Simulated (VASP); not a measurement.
**B: relaxation of cell and atoms with PBE**

Crystal: B.

```
B
1.0
     2.41292   -1.61416    0.00000
     2.41292    1.61416    0.00000
    -2.31208    0.00000    5.38277
B
6
Direct
  0.70366 0.68000 0.03794
  0.29634 0.32000 0.96206
  0.29020 0.70980 0.75000
  0.68000 0.70366 0.53794
  0.32000 0.29634 0.46206
  0.70980 0.29020 0.25000
```

| Property | Result |
| --- | --- |
| Program | VASP 6.6.1 |
| Task | relaxation of cell and atoms |
| Functional | PBE |
| Potentials or basis | VASP PAW PBE potentials, release 64 (B) |
| Cutoff | 600 eV |
| k mesh | 14 × 14 × 8 |
| Occupations | gaussian, width 0.1 eV |
| Spin | no spin polarisation |
| Dipole correction | no |
| Further INCAR settings | ALGO = Normal; EDIFF = 1e-06; IBRION = 2; EDIFFG = -0.01; NSW = 100; ISIF = 3 |

```json
{"Relaxed volume": "6.99 Å³/atom", "Relaxed cell": "a = 2.906 Å, b = 2.906 Å, c = 5.860 Å, α = 109.30°, β = 109.30°, γ = 67.48°", "Space group after relaxing (to 0.1 Å)": "C2/c (No. 15)", "Energy gained by relaxing": "0.1 meV/atom", "Ionic steps": "5", "Pressure after relaxing": "0.0 GPa", "Largest force after relaxing": "0.010 eV/Å", "Band gap on the k mesh": "zero (bands 9 and 10 overlap by 4.20 eV)"}
```

Forces on the atoms (eV/Å):
```
B   -0.009 -0.002 -0.001
B    0.009  0.002  0.001
B    0.000  0.003  0.000
B   -0.009  0.002 -0.001
B    0.009 -0.002  0.001
B    0.000 -0.003  0.000
```

The path:
```csv
step,energy change (eV),largest force (eV/Å),pressure (GPa),volume (Å³)
1,0.0000,0.0141,-0.04,41.93
2,-0.0004,0.0194,0.17,41.92
3,-0.0004,0.0157,0.13,41.92
4,-0.0004,0.0105,-0.06,41.95
5,-0.0004,0.0096,-0.05,41.95
```

Final structure:
```
B
1.0
     2.41658   -1.61411   -0.00309
     2.41658    1.61411   -0.00309
    -2.32248    0.00000    5.38040
B
6
Direct
  0.70373 0.68010 0.03809
  0.29627 0.31990 0.96191
  0.28980 0.71020 0.75000
  0.68010 0.70373 0.53809
  0.31990 0.29627 0.46191
  0.71020 0.28980 0.25000
```

Levels at points of the mesh, in eV from the Fermi level:
| k point | band 5 | band 6 | band 7 | band 8 | band 9 | band 10 | band 11 | band 12 | band 13 |
| --- | --- | --- | --- | --- | --- | --- | --- | --- | --- |
| (0.00, 0.00, 0.00) | -2.14 | -1.43 | -0.14 | 0.03 | 1.22 | 2.03 | 3.75 | 5.99 | 6.12 |
| (0.50, 0.00, 0.00) | -5.26 | -5.09 | -3.39 | -1.45 | -1.30 | 1.25 | 3.58 | 5.41 | 6.09 |
| (0.50, 0.50, 0.00) | -4.53 | -4.48 | -4.29 | -2.72 | -1.57 | -1.19 | 0.96 | 4.05 | 4.86 |
| (0.00, 0.00, 0.50) | -1.74 | -1.74 | -0.32 | -0.32 | 2.16 | 2.16 | 5.15 | 5.15 | 6.21 |
| (0.50, 0.00, 0.50) | -5.08 | -4.65 | -3.21 | -2.41 | -0.92 | 2.00 | 2.67 | 4.55 | 5.79 |
| (0.50, 0.50, 0.50) | -5.82 | -5.82 | -3.60 | -3.60 | -1.90 | -1.90 | 4.19 | 4.19 | 7.69 |

Wall time 2.9 min on 1 thread of Intel(R) Xeon(R) 6975P-C (Granite Rapids), with other jobs on the host, peak memory 0.33 GiB.
